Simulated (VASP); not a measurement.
# OsCl3 (Pm-3m) in VASP: single point with LDA+U

Aim: the single point of OsCl3 with LDA+U.

Program: VASP 6.6.1. These are calculated values, not measurements. Logs are shortened: lines on timing, memory, paths and dates and some standing lists are left out, and cuts for length are marked.

## (1) The cell of the first run

Symmetry: Pm-3m, No. 221, cubic system. The conventional cell has a = 4.912 Å, b = 4.912 Å, c = 4.912 Å, α = 90.00°, β = 90.00°, γ = 90.00°. Within 3.2 Å of Os (site symmetry m-3m) lie 6 Cl at 2.46 Å. Within 3.2 Å of Cl (site symmetry 4/mmm) lie 2 Os at 2.46 Å.

## (2) Single point, LDA+U, collinear spin

The input, INCAR:

```
  PREC = Accurate
  ENCUT = 520
  EDIFF = 1E-7
  ISMEAR = 0
  SIGMA = 0.05
  LREAL = F
  LASPH = T
  NELM = 150
  ALGO = Normal
  ISIF = 2
  LWAVE = F
  LCHARG = F
  ISPIN = 2
  MAGMOM = 5 0 0 0
  LORBIT = 11
  LMAXMIX = 4
  LDAU = T
  LDAUTYPE = 2
  LDAUL = 2 -1
  LDAUU = 3 0
  LDAUJ = 0 0
  LDAUPRINT = 1
  NBANDS = 26
```

The input, KPOINTS:

```
Automatic mesh
0
Gamma
  4 4 4
```

The input, POSCAR:

```
OsCl3
1.0
    4.9123188200      0.0000000000      0.0000000000
    0.0000000000      4.9123188200      0.0000000000
    0.0000000000      0.0000000000      4.9123188200
Os Cl
1 3
Direct
    0.0000000000      0.0000000000      0.0000000000
    0.5000000000      0.0000000000      0.0000000000
    0.0000000000      0.0000000000      0.5000000000
    0.0000000000      0.5000000000      0.0000000000
```

Potentials or basis: VASP PAW LDA potentials, release 64 (Os, Cl).

Command:

```sh
> cat potpaw_LDA.64/Os/POTCAR potpaw_LDA.64/Cl/POTCAR > POTCAR
> mpirun -np 1 vasp_std > vasp.out
```

OUTCAR:

```text
PREC = Accurate
   ENCUT = 520
   EDIFF = 1E-7
   ISMEAR = 0
   LREAL = F
   LASPH = T
   NELM = 150
   ISIF = 2
   ISPIN = 2
   LORBIT = 11

 ion  position               nearest neighbor table
   1  0.000  0.000  0.000-   2 2.46   3 2.46   4 2.46   3 2.46   4 2.46   2 2.46
   2  0.500  0.000  0.000-   1 2.46   1 2.46
   3  0.000  0.000  0.500-   1 2.46   1 2.46
   4  0.000  0.500  0.000-   1 2.46   1 2.46

  LATTYP: Found a simple cubic cell.
 ALAT       =     4.9123188200

  Lattice vectors:

 A1 = (   4.9123188200,   0.0000000000,   0.0000000000)
 A2 = (   0.0000000000,   4.9123188200,   0.0000000000)
 A3 = (   0.0000000000,   0.0000000000,   4.9123188200)

Analysis of symmetry for initial positions (statically):
=====================================================================
 Subroutine PRICEL returns:
 Original cell was already a primitive cell.

 Routine SETGRP: Setting up the symmetry group for a
 simple cubic supercell.

 Subroutine GETGRP returns: Found 48 space group operations
 (whereof 48 operations were pure point group operations)
 out of a pool of 48 trial point group operations.

The static configuration has the point symmetry O_h .

Analysis of symmetry for dynamics (positions and initial velocities):
=====================================================================
 Subroutine PRICEL returns:
 Original cell was already a primitive cell.

 Routine SETGRP: Setting up the symmetry group for a
 simple cubic supercell.

 Subroutine GETGRP returns: Found 48 space group operations
 (whereof 48 operations were pure point group operations)
 out of a pool of 48 trial point group operations.

The dynamic configuration has the point symmetry O_h .

Analysis of structural, dynamic, and magnetic symmetry:
=====================================================================
 Subroutine PRICEL returns:
 Original cell was already a primitive cell.

 Routine SETGRP: Setting up the symmetry group for a
 simple cubic supercell.

 Subroutine GETGRP returns: Found 48 space group operations
 (whereof 48 operations were pure point group operations)
 out of a pool of 48 trial point group operations.

The overall configuration has the point symmetry O_h .

 Subroutine INISYM returns: Found 48 space group operations
 (whereof 48 operations are pure point group operations),
 and found     1 'primitive' translations

----------------------------------------------------------------------------------------

                                     Primitive cell

  volume of cell :     118.5386

  direct lattice vectors                    reciprocal lattice vectors
     4.912318820  0.000000000  0.000000000     0.203569849  0.000000000  0.000000000
     0.000000000  4.912318820  0.000000000     0.000000000  0.203569849  0.000000000
     0.000000000  0.000000000  4.912318820     0.000000000  0.000000000  0.203569849

  length of vectors
     4.912318820  4.912318820  4.912318820     0.203569849  0.203569849  0.203569849

  position of ions in fractional coordinates (direct lattice)
     0.000000000  0.000000000  0.000000000
     0.500000000  0.000000000  0.000000000
     0.000000000  0.000000000  0.500000000
     0.000000000  0.500000000  0.000000000

  ion indices of the primitive-cell ions
   primitive index   ion index
                 1           1
                 2           2
                 3           3
                 4           4

----------------------------------------------------------------------------------------

 KPOINTS: Automatic mesh

Automatic generation of k-mesh.
 Grid dimensions read from file:
 generate k-points for:    4    4    4

 Generating k-lattice:

  Cartesian coordinates                     Fractional coordinates (reciprocal lattice)
     0.050892462  0.000000000  0.000000000     0.250000000  0.000000000  0.000000000
     0.000000000  0.050892462  0.000000000     0.000000000  0.250000000  0.000000000
     0.000000000  0.000000000  0.050892462     0.000000000  0.000000000  0.250000000

  Length of vectors
     0.050892462  0.050892462  0.050892462

  Shift w.r.t. Gamma in fractional coordinates (k-lattice)
     0.000000000  0.000000000  0.000000000

 Subroutine IBZKPT returns following result:
 ===========================================

 Found     10 irreducible k-points:

 Following reciprocal coordinates:
            Coordinates               Weight
  0.000000  0.000000  0.000000      1.000000
  0.250000  0.000000  0.000000      6.000000
  0.500000  0.000000  0.000000      3.000000
  0.250000  0.250000  0.000000     12.000000
  0.500000  0.250000  0.000000     12.000000
  0.500000  0.500000  0.000000      3.000000
  0.250000  0.250000  0.250000      8.000000
  0.500000  0.250000  0.250000     12.000000
  0.500000  0.500000  0.250000      6.000000
  0.500000  0.500000  0.500000      1.000000
   k-points           NKPTS =     10   k-points in BZ     NKDIM =     10   number of bands    NBANDS=     26
   number of dos      NEDOS =    301   number of ions     NIONS =      4
   total plane-waves  NPLWV =  64000
   dimension x,y,z NGX =    40 NGY =   40 NGZ =   40
   dimension x,y,z NGXF=    80 NGYF=   80 NGZF=   80
   ions per type =               1   3
   NGX,Y,Z   is equivalent  to a cutoff of  13.54, 13.54, 13.54 a.u.
   NGXF,Y,Z  is equivalent  to a cutoff of  27.07, 27.07, 27.07 a.u.
 SYSTEM =  unknown system
   PREC   = accura    normal or accurate (medium, high low for compatibility)
   ISTART =      0    job   : 0-new  1-cont  2-samecut
   ICHARG =      2    charge: 1-file 2-atom 10-const
   ISPIN  =      2    spin polarized calculation?
   LNONCOLLINEAR =      F non collinear calculations
   LSORBIT =      F    spin-orbit coupling
   LASPH  =      T    aspherical Exc in radial PAW
   ENCUT  =  520.0 eV  38.22 Ry    6.18 a.u.   9.13  9.13  9.13*2*pi/ulx,y,z
   NELM   =    150;   NELMIN=  2; NELMDL= -5     # of ELM steps
   EDIFF  = 0.1E-06   stopping-criterion for ELM
   LREAL  =      F    real-space projection
   EDIFFG = 0.1E-05   stopping-criterion for IOM
   NSW    =      0    number of steps for IOM
   IBRION =     -1    ionic relax: 0-MD 1-quasi-New 2-CG
   NFREE  =      0    steps in history (QN), initial steepest desc. (CG)
   ISIF   =      2    stress and relaxation
   ISYM   =      2    0-nonsym 1-usesym 2-fastsym
   POTIM  = 0.5000    time-step for ionic-motion
   TEBEG  =    0.0;   TEEND  =   0.0 temperature during run
   PSTRESS=    0.0 pullay stress
   NELECT =      29.0000    total number of electrons
   NUPDOWN=      -1.0000    fix difference up-down
   EMIN   =  10.00;   EMAX   =-10.00  energy-range for DOS
   EFERMI =   0.00;   METHOD = LEGACY
   ISMEAR =     0;   SIGMA  =   0.05  broadening in eV -4-tet -1-fermi 0-gaus
   EFERMI_NEDOS =   21; number of points for ismear=-14 and -15
   IALGO  =     38    algorithm
   IMIX   =      4    mixing-type and parameters
     AMIX     =   0.40;   BMIX     =  1.00
     AMIX_MAG =   1.60;   BMIX_MAG =  1.00
  volume/ion in A,a.u.               =      29.63       199.98
  Fermi-wavevector in a.u.,A,eV,Ry     =   1.023892  1.934876 14.263742  1.048355
  Thomas-Fermi vector in A             =   2.157650
   LORBIT       =     11    0 simple, 1 ext, 2 COOP (PROOUT), +10 PAW based schemes
 LDA+U is selected, type is set to LDAUTYPE =  2
   angular momentum for each species LDAUL =     2   -1
   U (eV)           for each species LDAUU =   3.0  0.0
   J (eV)           for each species LDAUJ =   0.0  0.0
   GGA     = CA    functional components
   LHFCALC =     F    Hartree Fock is set to
   AEXX    =    0.0000 exact exchange contribution
   IVDW    =     0    specifies the selected vdW correction
   LEPSILON=     F    determine dielectric tensor
   LRPA    =     F    only Hartree local field effects (RPA)
 spin polarized calculation
 Gauss-broadening in eV      SIGMA  =   0.05
  energy-cutoff  :      520.00
  volume of cell :      118.54
 maximum number of plane-waves:      3218
 NGX is ok and might be reduce to    40
   NGX = 19   NGY = 19   NGZ = 19

atom =   1  type =  1  l = 2

 onsite density matrix

spin component  1

  1.0328 -0.0000  0.0000 -0.0000 -0.0000
 -0.0000  1.0328  0.0000  0.0000 -0.0000
  0.0000  0.0000  0.6596  0.0000 -0.0000
 -0.0000  0.0000  0.0000  1.0328 -0.0000
 -0.0000 -0.0000 -0.0000 -0.0000  0.6596

spin component  2

  0.4898  0.0000  0.0000  0.0000  0.0000
  0.0000  0.4898  0.0000 -0.0000 -0.0000
  0.0000  0.0000  0.2411  0.0000 -0.0000
  0.0000 -0.0000  0.0000  0.4898  0.0000
  0.0000 -0.0000 -0.0000  0.0000  0.2411

 occupancies and eigenvectors

  o =  0.2411  v =  0.0000  0.0000  0.0000  0.0000  0.0000  0.0000 -0.0000 -1.0000 -0.0000 -0.0000      0.0000  0.0000  0.0000  0.0000  0.0000  0.0000  0.0000  0.0000  0.0000  0.0000
  o =  0.2411  v =  0.0000  0.0000  0.0000  0.0000  0.0000  0.0000 -0.0000 -0.0000  0.0000  1.0000      0.0000  0.0000  0.0000  0.0000  0.0000  0.0000  0.0000  0.0000  0.0000  0.0000
  o =  0.4898  v =  0.0000  0.0000  0.0000  0.0000  0.0000  1.0000  0.0000  0.0000  0.0000  0.0000      0.0000  0.0000  0.0000  0.0000  0.0000  0.0000  0.0000  0.0000  0.0000  0.0000
  o =  0.4898  v =  0.0000  0.0000  0.0000  0.0000  0.0000  0.0000 -0.1581  0.0000 -0.9874  0.0000      0.0000  0.0000  0.0000  0.0000  0.0000  0.0000  0.0000  0.0000  0.0000  0.0000
  o =  0.4898  v =  0.0000  0.0000  0.0000  0.0000  0.0000  0.0000  0.9874 -0.0000 -0.1581 -0.0000      0.0000  0.0000  0.0000  0.0000  0.0000  0.0000  0.0000  0.0000  0.0000  0.0000
  o =  0.6596  v =  0.0000 -0.0000 -1.0000 -0.0000 -0.0000  0.0000  0.0000  0.0000  0.0000  0.0000      0.0000  0.0000  0.0000  0.0000  0.0000  0.0000  0.0000  0.0000  0.0000  0.0000
  o =  0.6596  v =  0.0000 -0.0000 -0.0000  0.0000  1.0000  0.0000  0.0000  0.0000  0.0000  0.0000      0.0000  0.0000  0.0000  0.0000  0.0000  0.0000  0.0000  0.0000  0.0000  0.0000
  o =  1.0328  v =  1.0000  0.0000  0.0000  0.0000  0.0000  0.0000  0.0000  0.0000  0.0000  0.0000      0.0000  0.0000  0.0000  0.0000  0.0000  0.0000  0.0000  0.0000  0.0000  0.0000
  o =  1.0328  v =  0.0000  0.1666  0.0000 -0.9860  0.0000  0.0000  0.0000  0.0000  0.0000  0.0000      0.0000  0.0000  0.0000  0.0000  0.0000  0.0000  0.0000  0.0000  0.0000  0.0000
  o =  1.0328  v =  0.0000 -0.9860  0.0000 -0.1666 -0.0000  0.0000  0.0000  0.0000  0.0000  0.0000      0.0000  0.0000  0.0000  0.0000  0.0000  0.0000  0.0000  0.0000  0.0000  0.0000

 number of electron      28.9999989 magnetization       2.4687499

 Free energy of the ion-electron system (eV)
  ---------------------------------------------------
  ext. energy  EPLUGINS =         0.00000000
  ---------------------------------------------------
  free energy    TOTEN  =       -15.97624563 eV

  energy without entropy =      -15.96950642  energy(sigma->0) =      -15.97287602

 E-fermi :   0.3436     XC(G=0):  -8.2244

 val. band max:        0.3428229803   @ k =   0.5000   0.2500   0.2500
 cond. band min:       0.3469755938   @ k =   0.2500   0.2500   0.0000
 fundamental gap:      0.0041526135
 Fermi energy:         0.3436078500

 spin component 1

 k-point     1 :       0.0000    0.0000    0.0000
  band No.  band energies     occupation
      1     -15.4727      1.00000
      2     -14.6914      1.00000
      3     -14.6914      1.00000
      4      -4.5100      1.00000
      5      -4.5100      1.00000
      6      -4.5100      1.00000
[... 279 lines left out ...]
     25      10.8255      0.00000
     26      10.8589      0.00000
 Fermi energy:         0.3436078500

 spin component 2

 k-point     1 :       0.0000    0.0000    0.0000
  band No.  band energies     occupation
      1     -15.3427      1.00000
      2     -14.4799      1.00000
      3     -14.4799      1.00000
      4      -4.4072      1.00000
      5      -4.4072      1.00000
      6      -4.4072      1.00000
[... 279 lines left out ...]
     25      10.9374      0.00000
     26      10.9410      0.00000

------------------------ aborting loop because EDIFF is reached ----------------------------------------

  FORCE on cell =-STRESS in cart. coord.  units (eV):
  Direction    XX          YY          ZZ          XY          YZ          ZX
  --------------------------------------------------------------------------------------
  -------------------------------------------------------------------------------------
  Total       -5.3685213     -5.3685213     -5.3685213      0.0000000      0.0000000      0.0000000
  in kB      -72.5613948    -72.5613948    -72.5613948      0.0000000      0.0000000      0.0000000
  external PRESSURE =     -72.5613948 kB  Pullay stress =       0.0000000 kB

 VOLUME and BASIS-vectors are now :
 -----------------------------------------------------------------------------
  energy-cutoff  :      520.00
  volume of cell :      118.54
      direct lattice vectors                 reciprocal lattice vectors
     4.912318820  0.000000000  0.000000000     0.203569849  0.000000000  0.000000000
     0.000000000  4.912318820  0.000000000     0.000000000  0.203569849  0.000000000
     0.000000000  0.000000000  4.912318820     0.000000000  0.000000000  0.203569849

 POSITION                                       TOTAL-FORCE (eV/Angst)
 -----------------------------------------------------------------------------------
      0.00000      0.00000      0.00000         0.000000      0.000000      0.000000
      2.45616      0.00000      0.00000         0.000000      0.000000      0.000000
      0.00000      0.00000      2.45616         0.000000      0.000000      0.000000
      0.00000      2.45616      0.00000         0.000000      0.000000      0.000000
 -----------------------------------------------------------------------------------
    total drift:                                0.000000      0.000000     -0.000000

  FREE ENERGIE OF THE ION-ELECTRON SYSTEM (eV)
  ---------------------------------------------------
  free  energy   TOTEN  =       -15.9762456284 eV

  energy  without entropy=      -15.9695064210  energy(sigma->0) =      -15.97287602

 total charge

# of ion       s       p       d       tot
------------------------------------------
    1        0.440   0.398   6.291   7.130
    2        1.591   3.448   0.000   5.039
    3        1.591   3.448   0.000   5.039
    4        1.591   3.448   0.000   5.039
--------------------------------------------------
tot          5.214  10.743   6.291  22.248

 magnetization (x)

# of ion       s       p       d       tot
------------------------------------------
    1        0.060   0.003   2.435   2.498
    2        0.013   0.062   0.000   0.075
    3        0.013   0.062   0.000   0.075
    4        0.013   0.062   0.000   0.075
--------------------------------------------------
tot          0.099   0.189   2.435   2.723
```

Run time: 6.3 min. Hardware: 1 thread of Intel Xeon Platinum 8259CL at 2.50GHz (Skylake/Cascade Lake), shared host; peak memory 0.24 GiB.

Results:

* Free energy: -15.9762 eV
* Pressure: -7.3 GPa
* Net moment: 2.47 μB per cell
* Site moments: Os +2.50; Cl +0.07 μB
* Valence electrons inside the program's atomic spheres: Os 7.13; Cl 5.04

Eigenvalues of the final occupation matrices:
| site | spin | trace | eigenvalues |
| --- | --- | --- | --- |
| site 1 d | 1 | 4.42 | 0.66 0.66 1.03 1.03 1.03 |
| site 1 d | 2 | 1.95 | 0.24 0.24 0.49 0.49 0.49 |

Caveat: the cell stands under tension; spin-orbit coupling is left out, which moves the levels of the heavy elements.
